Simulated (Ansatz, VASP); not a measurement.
# Zr3O in VASP and in Ansatz

```
Zr O
1.0
     5.65097    0.00000    0.00000
    -2.82549    4.89389    0.00000
     0.00000    0.00000    5.19483
Zr O
6 2
Direct
  0.00000 0.66016 0.50000
  0.00000 0.33984 0.00000
  0.66016 0.66016 0.00000
  0.66016 0.00000 0.50000
  0.33984 0.33984 0.50000
  0.33984 0.00000 0.00000
  0.66667 0.33333 0.75000
  0.33333 0.66667 0.25000
```

Alike in both runs: functional r2SCAN; k mesh 6 × 6 × 8; occupations gaussian, width 0.1 eV; no spin polarisation.

Ansatz relaxed the structure, and its values are those at the end. VASP's run is a single point on that final structure, the one shown.

|  | VASP | Ansatz |
| --- | --- | --- |
| version | VASP 6.6.1 | Ansatz 0.2.0 |
| potentials or method | VASP PAW PBE potentials, release 64 (Zr_sv, O), cutoff 520 eV | scalar-relativistic, plane waves, PAW |
| valence electrons in the cell | 84 | 84 |

```tsv
	VASP	Ansatz	Ansatz less VASP
gap on the k mesh at the Fermi level (eV)	none	none	-
pressure (GPa)	0.1	0.0	-0.09
rms of the force components (eV/Å)	0.006	0.000	-0.0060
```

VASP's potentials were made for PBE, not for r2SCAN. A gap of «none» marks a metal or a gap that the smearing closes. The functional is the same, so the differences come from potentials, cutoffs and numerics.
